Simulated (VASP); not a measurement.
# AgCl in VASP: further runs

AgCl is run at these levels: LDA; tasks: single point.

Everything below comes from runs of VASP 6.6.1. Logs are shortened: lines on timing, memory, paths and dates and some standing lists are left out, and cuts for length are marked.

## Step 1: The cell of the first run

The structure is tetragonal, space group I4/mmm (No. 139). Conventional cell: a = 3.961 Å, b = 3.961 Å, c = 5.546 Å, α = 90.00°, β = 90.00°, γ = 90.00°. Within 3.7 Å of Ag (site symmetry 4/mmm) lie 6 Cl at 2.77 to 2.80 Å. Within 3.7 Å of Cl (site symmetry 4/mmm) lie 6 Ag at 2.77 to 2.80 Å.

## Step 2: Single point, LDA (equal xx and yy strain of +1 %)

INCAR reads:

```
PREC = Accurate
ENCUT = 520
EDIFF = 1E-6
ISMEAR = -1
SIGMA = 0.02
LREAL = False
LASPH = True
NELM = 60
ALGO = Normal
ISIF = 2
LWAVE = False
LCHARG = False
NBANDS = 16
```

KPOINTS reads:

```
Automatic mesh
0
Gamma
  8 8 8
```

POSCAR reads:

```
AgCl
1.0
    0.0000000000      2.8008815000      2.7731500000
    2.8008815000      0.0000000000      2.7731500000
    2.8008815000      2.8008815000      0.0000000000
Ag Cl
1 1
Direct
    0.5000000000      0.5000000000      0.5000000000
    0.0000000000      0.0000000000      0.0000000000
```

Potentials or basis: VASP PAW LDA potentials, release 64 (Ag, Cl).

On the command line:

```sh
> cat potpaw_LDA.64/Ag/POTCAR potpaw_LDA.64/Cl/POTCAR > POTCAR
> mpirun -np 1 vasp_std > vasp.out
```

OUTCAR:

```text
PREC = Accurate
   ENCUT = 520
   EDIFF = 1E-6
   ISMEAR = -1
   LREAL = False
   LASPH = True
   NELM = 60
   ISIF = 2

 ion  position               nearest neighbor table
   1  0.500  0.500  0.500-   2 2.77   2 2.77   2 2.80   2 2.80   2 2.80   2 2.80
   2  0.000  0.000  0.000-   1 2.77   1 2.77   1 2.80   1 2.80   1 2.80   1 2.80

  LATTYP: Found a body centered tetragonal cell.
 ALAT       =     3.9610446039
 C/A-ratio  =     1.4002114479

  Lattice vectors:

 A1 = (   0.0000000000,  -2.8008815000,  -2.7731500000)
 A2 = (   0.0000000000,   2.8008815000,  -2.7731500000)
 A3 = (   2.8008815000,   0.0000000000,   2.7731500000)

Analysis of symmetry for initial positions (statically):
=====================================================================
 Subroutine PRICEL returns:
 Original cell was already a primitive cell.

 Routine SETGRP: Setting up the symmetry group for a
 body centered tetragonal supercell.

 Subroutine GETGRP returns: Found 16 space group operations
 (whereof 16 operations were pure point group operations)
 out of a pool of 16 trial point group operations.

The static configuration has the point symmetry D_4h.

Analysis of symmetry for dynamics (positions and initial velocities):
=====================================================================
 Subroutine PRICEL returns:
 Original cell was already a primitive cell.

 Routine SETGRP: Setting up the symmetry group for a
 body centered tetragonal supercell.

 Subroutine GETGRP returns: Found 16 space group operations
 (whereof 16 operations were pure point group operations)
 out of a pool of 16 trial point group operations.

The dynamic configuration has the point symmetry D_4h.

 Subroutine INISYM returns: Found 16 space group operations
 (whereof 16 operations are pure point group operations),
 and found     1 'primitive' translations

----------------------------------------------------------------------------------------

                                     Primitive cell

  volume of cell :      43.5104

  direct lattice vectors                    reciprocal lattice vectors
     0.000000000  2.800881500  2.773150000    -0.178515228  0.178515228  0.180300380
     2.800881500  0.000000000  2.773150000     0.178515228 -0.178515228  0.180300380
     2.800881500  2.800881500  0.000000000     0.178515228  0.178515228 -0.180300380

  length of vectors
     3.941484251  3.941484251  3.961044604     0.310231527  0.310231527  0.310231527

  position of ions in fractional coordinates (direct lattice)
     0.500000000  0.500000000  0.500000000
     0.000000000  0.000000000  0.000000000

  ion indices of the primitive-cell ions
   primitive index   ion index
                 1           1
                 2           2

----------------------------------------------------------------------------------------

 KPOINTS: Automatic mesh

Automatic generation of k-mesh.
 Grid dimensions read from file:
 generate k-points for:    8    8    8

 Generating k-lattice:

  Cartesian coordinates                     Fractional coordinates (reciprocal lattice)
    -0.022314404  0.022314404  0.022537548     0.125000000  0.000000000  0.000000000
     0.022314404 -0.022314404  0.022537548     0.000000000  0.125000000  0.000000000
     0.022314404  0.022314404 -0.022537548     0.000000000  0.000000000  0.125000000

  Length of vectors
     0.038778941  0.038778941  0.038778941

  Shift w.r.t. Gamma in fractional coordinates (k-lattice)
     0.000000000  0.000000000  0.000000000

 Subroutine IBZKPT returns following result:
 ===========================================

 Found     59 irreducible k-points:

 Following reciprocal coordinates:
            Coordinates               Weight
  0.000000  0.000000  0.000000      1.000000
  0.125000  0.000000  0.000000      8.000000
  0.250000  0.000000  0.000000      8.000000
  0.375000  0.000000  0.000000      8.000000
  0.500000  0.000000  0.000000      4.000000
  0.125000  0.125000  0.000000      2.000000
[... 16 lines left out ...]
  0.250000  0.000000  0.125000     16.000000
  0.375000  0.000000  0.125000     16.000000
 [... further k-points ...]
   k-points           NKPTS =     59   k-points in BZ     NKDIM =     59   number of bands    NBANDS=     16
   number of dos      NEDOS =    301   number of ions     NIONS =      2
   total plane-waves  NPLWV =  27000
   dimension x,y,z NGX =    30 NGY =   30 NGZ =   30
   dimension x,y,z NGXF=    60 NGYF=   60 NGZF=   60
   ions per type =               1   1
   NGX,Y,Z   is equivalent  to a cutoff of  12.65, 12.65, 12.59 a.u.
   NGXF,Y,Z  is equivalent  to a cutoff of  25.31, 25.31, 25.18 a.u.
 SYSTEM =  unknown system
   PREC   = accura    normal or accurate (medium, high low for compatibility)
   ISTART =      0    job   : 0-new  1-cont  2-samecut
   ICHARG =      2    charge: 1-file 2-atom 10-const
   ISPIN  =      1    spin polarized calculation?
   LNONCOLLINEAR =      F non collinear calculations
[... 114 lines left out ...]
      6       1.2475      2.00000
[... 8 lines left out ...]
     15      16.9662      0.00000
     16      17.0370      0.00000

 k-point     6 :       0.1250    0.1250    0.0000
  band No.  band energies     occupation
      1     -11.5102      2.00000
      2      -0.2814      2.00000
      3       0.5609      2.00000
      4       0.5609      2.00000
      5       0.8505      2.00000
      6       0.9503      2.00000
[... 8 lines left out ...]
     15      17.1076      0.00000
     16      17.1346      0.00000

 k-point     7 :       0.2500    0.1250    0.0000
  band No.  band energies     occupation
      1     -11.3947      2.00000
      2      -0.8529      2.00000
      3       0.0264      2.00000
      4       0.1009      2.00000
      5       0.9101      2.00000
      6       1.0778      2.00000
[... 8 lines left out ...]
     15      16.6375      0.00000
     16      17.0407      0.00000

 k-point     8 :       0.3750    0.1250    0.0000
  band No.  band energies     occupation
      1     -11.2444      2.00000
      2      -1.3646      2.00000
      3      -0.5401      2.00000
      4      -0.3703      2.00000
      5       1.0479      2.00000
      6       1.2152      2.00000
[... 8 lines left out ...]
     15      17.0430      0.00000
     16      17.0764      0.00000

 k-point     9 :       0.5000    0.1250    0.0000
  band No.  band energies     occupation
      1     -11.1488      2.00000
      2      -1.6741      2.00000
      3      -0.7491      2.00000
      4      -0.6465      2.00000
      5       1.1831      2.00000
      6       1.2611      2.00000
[... 8 lines left out ...]
     15      17.1870      0.00000
     16      17.7549      0.00000
[... 172 lines left out ...]
 k-point    19 :       0.5000    0.3750    0.0000
  band No.  band energies     occupation
      1     -11.1311      2.00000
      2      -0.9859      2.00000
      3      -0.1409      2.00000
      4       0.0219      2.00000
      5       0.8055      2.00000
      6       1.3195      2.00000
[... 8 lines left out ...]
     15      18.1635      0.00000
     16      18.6965      0.00000

 k-point    20 :      -0.3750    0.3750    0.0000
  band No.  band energies     occupation
      1     -11.1079      2.00000
      2      -0.7984      2.00000
      3      -0.7734      2.00000
      4      -0.3651      2.00000
      5       1.0170      2.00000
      6       1.3025      2.00000
[... 8 lines left out ...]
     15      16.9670      0.00000
     16      19.1282      0.00000

 k-point    21 :       0.5000    0.5000    0.0000
  band No.  band energies     occupation
      1     -11.1270      2.00000
      2      -0.9205      2.00000
      3       0.3544      2.00000
      4       0.3544      2.00000
      5       0.5673      2.00000
      6       1.1161      2.00000
[... 8 lines left out ...]
     15      18.4972      0.00000
     16      18.4981      0.00000

 k-point    22 :       0.1250    0.0000    0.1250
  band No.  band energies     occupation
      1     -11.5136      2.00000
      2      -0.2270      2.00000
      3       0.5660      2.00000
      4       0.5982      2.00000
      5       0.8280      2.00000
      6       0.9459      2.00000
[... 8 lines left out ...]
     15      17.0758      0.00000
     16      17.2231      0.00000

 k-point    23 :       0.2500    0.0000    0.1250
  band No.  band energies     occupation
      1     -11.4001      2.00000
      2      -0.7900      2.00000
      3       0.0257      2.00000
      4       0.1067      2.00000
      5       0.9004      2.00000
      6       1.0792      2.00000
[... 8 lines left out ...]
     15      16.6564      0.00000
     16      17.0235      0.00000

 k-point    24 :       0.3750    0.0000    0.1250
  band No.  band energies     occupation
      1     -11.2492      2.00000
      2      -1.3209      2.00000
      3      -0.5390      2.00000
      4      -0.3803      2.00000
      5       1.0454      2.00000
      6       1.2129      2.00000
[... 8 lines left out ...]
     15      16.9725      0.00000
     16      17.0662      0.00000

 [... further k-points ...]

------------------------ aborting loop because EDIFF is reached ----------------------------------------

  FORCE on cell =-STRESS in cart. coord.  units (eV):
  Direction    XX          YY          ZZ          XY          YZ          ZX
  --------------------------------------------------------------------------------------
  -------------------------------------------------------------------------------------
  Total       -1.7083789     -1.7083789     -1.7068076      0.0000000      0.0000000      0.0000000
  in kB      -62.9074319    -62.9074319    -62.8495713      0.0000000      0.0000000      0.0000000
  external PRESSURE =     -62.8881451 kB  Pullay stress =       0.0000000 kB

 VOLUME and BASIS-vectors are now :
 -----------------------------------------------------------------------------
  energy-cutoff  :      520.00
  volume of cell :       43.51
      direct lattice vectors                 reciprocal lattice vectors
     0.000000000  2.800881500  2.773150000    -0.178515228  0.178515228  0.180300380
     2.800881500  0.000000000  2.773150000     0.178515228 -0.178515228  0.180300380
     2.800881500  2.800881500  0.000000000     0.178515228  0.178515228 -0.180300380

 POSITION                                       TOTAL-FORCE (eV/Angst)
 -----------------------------------------------------------------------------------
      2.80088      2.80088      2.77315        -0.000000      0.000000      0.000000
      0.00000      0.00000      0.00000         0.000000     -0.000000      0.000000
 -----------------------------------------------------------------------------------
    total drift:                                0.000000      0.000000      0.000000

  FREE ENERGIE OF THE ION-ELECTRON SYSTEM (eV)
  ---------------------------------------------------
  free  energy   TOTEN  =        -6.6805950427 eV

  energy  without entropy=       -6.6805950415  energy(sigma->0) =       -6.68059504
```

It took 53 s on 1 thread of Intel Xeon 8259CL, shared host; peak memory 0.17 GiB.

Results:

* Free energy: -6.6806 eV
* Pressure: -6.3 GPa
* Band gap on the k mesh: 0.62 eV, indirect (least direct gap 2.86 eV)

Levels at points of the mesh, in eV from the valence-band top:
| k point | band 5 | band 6 | band 7 | band 8 | band 9 | band 10 | band 11 | band 12 | band 13 | band 14 |
| --- | --- | --- | --- | --- | --- | --- | --- | --- | --- | --- |
| (0.00, 0.00, 0.00) | -2.44 | -2.43 | -2.28 | -2.24 | -2.24 | 0.62 | 10.71 | 10.71 | 10.73 | 12.04 |
| (0.50, 0.00, 0.00) | -2.11 | -2.11 | -1.80 | -0.06 | 0.00 | 3.99 | 6.20 | 7.40 | 7.50 | 13.18 |
| (0.50, 0.50, 0.00) | -2.79 | -2.24 | -1.99 | -1.99 | -1.92 | 2.12 | 7.80 | 8.35 | 11.04 | 11.04 |
| (0.50, 0.00, 0.50) | -2.80 | -2.25 | -1.99 | -1.99 | -1.93 | 2.13 | 7.86 | 8.26 | 11.04 | 11.19 |

Caveat: the cell differs from its parent crystal (equal xx and yy strain of +1 %). A k mesh can miss the band edges.

## Step 3: Single point, LDA (equal xx and yy strain of +3 %)

INCAR reads:

```
SYSTEM = AgCl
PREC = Accurate
ENCUT = 520
EDIFF = 1E-6
ISMEAR = -1
SIGMA = 0.02
LREAL = .FALSE.
LASPH = .TRUE.
NELM = 100
ALGO = Normal
ISIF = 2
LWAVE = .FALSE.
LCHARG = .FALSE.
NBANDS = 16
```

KPOINTS reads:

```
Automatic mesh
0
G
  8 8 8
  0 0 0
```

POSCAR reads:

```
AgCl
1.0
    0.0000000000      2.8563445000      2.7731500000
    2.8563445000      0.0000000000      2.7731500000
    2.8563445000      2.8563445000      0.0000000000
Ag Cl
1 1
Direct
    0.5000000000      0.5000000000      0.5000000000
    0.0000000000      0.0000000000      0.0000000000
```

Potentials or basis: VASP PAW LDA potentials, release 64 (Ag, Cl).

On the command line:

```sh
> cat potpaw_LDA.64/Ag/POTCAR potpaw_LDA.64/Cl/POTCAR > POTCAR
> mpirun -np 1 vasp_std > vasp.out
```

Wall time 53 s (1 thread of Intel Xeon 8259CL, shared host); peak memory 0.17 GiB.

It converged, with:

- Free energy: -6.6070 eV
- Pressure: -7.4 GPa
- Band gap on the k mesh: 0.58 eV, indirect (least direct gap 2.70 eV)

Stress tensor (GPa, compression positive):
```
-7.32  0.00  0.00
 0.00 -7.32  0.00
 0.00  0.00 -7.57
```

Levels at points of the mesh, in eV from the valence-band top:
| k point | band 7 | band 8 | band 9 | band 10 | band 11 | band 12 |
| --- | --- | --- | --- | --- | --- | --- |
| (0.00, 0.00, 0.00) | -2.22 | -2.12 | -2.12 | 0.58 | 10.65 | 10.65 |
| (0.50, 0.00, 0.00) | -1.75 | -0.16 | 0.00 | 4.03 | 5.96 | 7.32 |
| (0.50, 0.50, 0.00) | -1.95 | -1.95 | -1.89 | 2.12 | 7.72 | 8.30 |
| (0.50, 0.00, 0.50) | -1.95 | -1.94 | -1.90 | 2.14 | 7.90 | 8.01 |

Caveat: the cell differs from its parent crystal (equal xx and yy strain of +3 %).

## Step 4: Single point, LDA (equal xy, yz and zx shear strains of -3 %)

INCAR reads:

```
PREC     = Accurate       # precision mode
ENCUT    = 520            # plane-wave cutoff, eV
EDIFF    = 1E-6           # SCF threshold, eV
ISMEAR   = -1             # smearing method
SIGMA    = 0.02           # smearing width, eV
LREAL    = False          # projectors in reciprocal space
LASPH    = True           # aspherical terms in the spheres
NELM     = 100            # most SCF steps
ALGO     = Normal         # electronic algorithm
ISIF     = 2              # what is computed and relaxed
LWAVE    = False          # write WAVECAR
LCHARG   = True           # write CHGCAR
GGA      = CA             # functional
LELF     = True           # ELF
LVHAR    = True         
NBANDS   = 16             # bands
```

KPOINTS reads:

```
Automatic mesh
0
Gamma
  8 8 8
```

POSCAR reads:

```
AgCl
1.0
   -0.0831945000      2.7315527500      2.7315527500
    2.7315527500     -0.0831945000      2.7315527500
    2.7315527500      2.7315527500     -0.0831945000
Ag Cl
1 1
Direct
    0.5000000000      0.5000000000      0.5000000000
    0.0000000000      0.0000000000      0.0000000000
```

On the command line:

```sh
> cat potpaw_LDA.64/Ag/POTCAR potpaw_LDA.64/Cl/POTCAR > POTCAR
> mpirun -np 1 vasp_std > vasp.out
```

It took 61 s on 1 thread of Intel Xeon 8259CL, shared host; peak memory 0.18 GiB.

Results (log left out):

* Free energy: -6.7101 eV
* Pressure: -5.6 GPa
* Band gap on the k mesh: 0.61 eV, indirect (least direct gap 2.80 eV)

Stress tensor (GPa, compression positive):
```
-5.60  0.24  0.24
 0.24 -5.60  0.24
 0.24  0.24 -5.60
```

Levels at points of the mesh, in eV from the valence-band top:
| k point | band 6 | band 7 | band 8 | band 9 | band 10 | band 11 | band 12 | band 13 |
| --- | --- | --- | --- | --- | --- | --- | --- | --- |
| (0.00, 0.00, 0.00) | -2.51 | -2.39 | -2.39 | -2.20 | 0.61 | 10.53 | 10.53 | 11.09 |
| (0.50, 0.00, 0.00) | -2.17 | -1.86 | -0.07 | -0.01 | 3.98 | 6.24 | 7.35 | 7.73 |
| (0.50, 0.50, 0.00) | -2.32 | -2.05 | -2.04 | -1.97 | 2.10 | 7.83 | 8.32 | 11.04 |
| (0.50, 0.50, 0.50) | -2.15 | -1.78 | 0.00 | 0.00 | 3.79 | 6.49 | 7.12 | 7.12 |

Caveat: the cell differs from its parent crystal (equal xy, yz and zx shear strains of -3 %). A k mesh can miss the band edges.

## Step 5: Single point, LDA (equal xy, yz and zx shear strains of -1 %)

INCAR reads:

```
SYSTEM = AgCl
PREC     = Accurate       ! precision mode
ENCUT    = 520            ! plane-wave cutoff, eV
EDIFF    = 1E-6           ! SCF threshold, eV
ISMEAR   = -1             ! smearing method
SIGMA    = 0.02           ! smearing width, eV
LREAL    = .FALSE.        ! projectors in reciprocal space
LASPH    = .TRUE.         ! aspherical terms in the spheres
NELM     = 80             ! most SCF steps
ALGO     = Normal         ! electronic algorithm
ISIF     = 2              ! what is computed and relaxed
LWAVE    = .FALSE.        ! write WAVECAR
LCHARG   = .FALSE.        ! write CHGCAR
NBANDS   = 16             ! bands
```

KPOINTS reads:

```
Automatic mesh
0
G
  8 8 8
  0 0 0
```

POSCAR reads:

```
AgCl
1.0
   -0.0277315000      2.7592842500      2.7592842500
    2.7592842500     -0.0277315000      2.7592842500
    2.7592842500      2.7592842500     -0.0277315000
Ag Cl
1 1
Direct
    0.5000000000      0.5000000000      0.5000000000
    0.0000000000      0.0000000000      0.0000000000
```

On the command line:

```sh
> cat potpaw_LDA.64/Ag/POTCAR potpaw_LDA.64/Cl/POTCAR > POTCAR
> mpirun -np 1 vasp_std > vasp.out
```

It took 60 s on 1 thread of Intel Xeon 8259CL, shared host; peak memory 0.18 GiB.

The run converged. Its results:

- Free energy: -6.7118 eV
- Pressure: -5.6 GPa
- Band gap on the k mesh: 0.63 eV, indirect (least direct gap 2.90 eV)

Stress tensor (GPa, compression positive):
```
-5.58  0.08  0.08
 0.08 -5.58  0.08
 0.08  0.08 -5.58
```

Levels at points of the mesh, in eV from the valence-band top:
```tsv
k point	band 5	band 6	band 7	band 8	band 9	band 10	band 11	band 12	band 13	band 14
(0.00, 0.00, 0.00)	-2.49	-2.49	-2.34	-2.34	-2.27	0.63	10.67	10.67	10.85	12.02
(0.50, 0.00, 0.00)	-2.17	-2.15	-1.84	-0.03	0.00	3.97	6.31	7.41	7.53	13.31
(0.50, 0.50, 0.00)	-2.87	-2.30	-2.03	-2.03	-1.95	2.11	7.84	8.37	11.16	11.27
(0.50, 0.50, 0.50)	-2.14	-2.14	-1.81	0.00	0.00	3.91	6.39	7.34	7.34	13.19
```

Caveat: the cell differs from its parent crystal (equal xy, yz and zx shear strains of -1 %).

## Step 6: Single point, LDA (equal xy, yz and zx shear strains of +2 %)

INCAR reads:

```
ALGO = Normal ; EDIFF = 1E-6
ENCUT = 520 ; ISIF = 2
ISMEAR = -1 ; LASPH = True
LCHARG = False ; LREAL = False
LWAVE = False ; NBANDS = 16
NELM = 60 ; PREC = Accurate
SIGMA = 0.02
```

KPOINTS reads:

```
k-points
0
Gamma
  8 8 8
```

POSCAR reads:

```
AgCl
1.0
    0.0554630000      2.8008815000      2.8008815000
    2.8008815000      0.0554630000      2.8008815000
    2.8008815000      2.8008815000      0.0554630000
Ag Cl
1 1
Direct
    0.5000000000      0.5000000000      0.5000000000
    0.0000000000      0.0000000000      0.0000000000
```

Potentials or basis: VASP PAW LDA potentials, release 64 (Ag, Cl).

On the command line:

```sh
> cat potpaw_LDA.64/Ag/POTCAR potpaw_LDA.64/Cl/POTCAR > POTCAR
> mpirun -np 1 vasp_std > vasp.out
```

It took 59 s on 1 thread of Intel Xeon 8259CL, shared host; peak memory 0.18 GiB.

Results (log left out):

```
Free energy            : -6.7112 eV
Pressure               : -5.6 GPa
Band gap on the k mesh : 0.61 eV, indirect (least direct gap 2.89 eV)
```

Stress tensor (GPa, compression positive):
```
-5.59 -0.17 -0.17
-0.17 -5.59 -0.17
-0.17 -0.17 -5.59
```

Levels at points of the mesh, in eV from the valence-band top:
```
           k point  band 6  band 7  band 8  band 9  band 10  band 11  band 12  band 13
(0.00, 0.00, 0.00)   -2.50   -2.42   -2.28   -2.28     0.61    10.48    10.84    10.84
(0.50, 0.00, 0.00)   -2.14   -1.83   -0.04    0.00     3.90     6.35     7.25     7.48
(0.50, 0.50, 0.00)   -2.32   -2.05   -2.04   -1.97     2.10     7.82     8.34    11.13
(0.50, 0.50, 0.50)   -2.19   -1.89   -0.05   -0.05     4.04     6.18     7.63     7.63
```

Caveat: the cell differs from its parent crystal (equal xy, yz and zx shear strains of +2 %).

## Step 7: The runs side by side

```tsv
cell	gap on the mesh (eV)	pressure (GPa)
a = 3.941, b = 3.941, c = 3.961 Å, angles 59.8, 59.8, 60.3°, 2 atoms	0.62	-6.3
a = 3.981, b = 3.981, c = 4.039 Å, angles 59.5, 59.5, 61.0°, 2 atoms	0.58	-7.4
a = 3.864 Å, angles 62.0°, 2 atoms	0.61	-5.6
a = 3.902 Å, angles 60.7°, 2 atoms	0.63	-5.6
a = 3.961 Å, angles 58.7°, 2 atoms	0.61	-5.6
```

Alike in all rows: task single point; level LDA; potentials or basis VASP PAW LDA potentials, release 64 (Ag, Cl); no spin polarisation; k mesh 8 × 8 × 8; cutoff (eV) 520; smearing fermi-dirac 0.02 eV.

Total energies depend on the potentials used, so only differences within one code and one set of settings carry meaning.
